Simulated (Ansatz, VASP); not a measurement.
# Two plane-wave programs on CsPbCl3

POSCAR

```
CsPbCl3
1.0
    5.7352733711      0.0000000000      0.0000000000
    0.0000000000      5.7352733711      0.0000000000
    0.0000000000      0.0000000000      5.7352733711
Cs Pb Cl
1 1 3
Direct
    0.0000000000      0.0000000000      0.0000000000
    0.5000000000      0.5000000000      0.5000000000
    0.5000000000      0.5000000000      0.0000000000
    0.0000000000      0.5000000000      0.5000000000
    0.5000000000      0.0000000000      0.5000000000
```

INCAR.step1

```
SYSTEM = CsPbCl3
PREC = Accurate ; ENCUT = 520
ISMEAR = 0 ; SIGMA = 0.02
LREAL = .False. ; LASPH = .True.
NELM = 80 ; NBANDS = 30
GGA = PE ; ALGO = Normal
EDIFF = 1E-4 ; LWAVE = .True.
LCHARG = .False.
```

The input INCAR.step2:

```
SYSTEM = CsPbCl3
PREC = Accurate ; ENCUT = 520
EDIFF = 1E-6 ; ISMEAR = 0
SIGMA = 0.02 ; LREAL = .False.
LASPH = .True. ; NELM = 80
ALGO = Normal ; ISIF = 2
LWAVE = .False. ; LCHARG = .False.
METAGGA = R2SCAN ; LMIXTAU = .True.
NBANDS = 30 ; ISTART = 1
```

Contents of KPOINTS:

```
regular mesh
0
Gamma
  6 6 6
  0 0 0
```

Input for Ansatz:

```yaml
crystal:
  lattice:
    - [5.7352733711, 0.0, 0.0]
    - [0.0, 5.7352733711, 0.0]
    - [0.0, 0.0, 5.7352733711]
  atoms:
    - { symbol: Cs, position: [0.0, 0.0, 0.0] }
    - { symbol: Pb, position: [0.5, 0.5, 0.5] }
    - { symbol: Cl, position: [0.5, 0.5, 0.0] }
    - { symbol: Cl, position: [0.0, 0.5, 0.5] }
    - { symbol: Cl, position: [0.5, 0.0, 0.5] }
basis:
  ecutwfc: 500
kpoints:
  mp_grid: { grid: [6, 6, 6] }
  band_path:
    path:
      - [[0.0, 0.0, 0.0], [0.0, 0.5, 0.0], [0.5, 0.5, 0.0], [0.0, 0.0, 0.0], [0.5, 0.5, 0.5], [0.0, 0.5, 0.0]]
      - [[0.5, 0.5, 0.5], [0.5, 0.5, 0.0]]
    npoints: 14
hamiltonian:
  xc: r2scan
scf:
  occupations: { method: gaussian, width: 0.02 }
  n_extra_bands: 12
output:
  forces: true
  stress: true
  eigenvalues: true
  populations: true
  dos: { projected: true, de: 0.02, nscf_kmesh: { grid: [9, 9, 9] } }
  bader: true
```

Alike in both runs: task single point; functional r2SCAN; k mesh 6 × 6 × 6; occupations gaussian, width 0.02 eV; no spin polarisation.

|  | VASP | Ansatz |
| --- | --- | --- |
| version | VASP 6.6.1 | Ansatz 0.2.0 |
| potentials or method | VASP PAW PBE potentials, release 64 (Cs_sv, Pb_d, Cl), cutoff 520 eV | scalar-relativistic, plane waves, PAW |
| valence electrons in the cell | 44 | 44 |

VASP gave:

| Quantity | Value |
| --- | --- |
| gap on the k mesh at the Fermi level (eV) | 2.60 |
| least direct gap on the mesh (eV) | 2.60 |
| pressure (GPa) | -0.8 |

Estimate Ansatz's values.

gap on the k mesh at the Fermi level (eV): 2.59; least direct gap on the mesh (eV): 2.59; pressure (GPa): -0.7.

VASP's potentials were made for PBE, not for r2SCAN.

Spin-orbit coupling is off throughout.
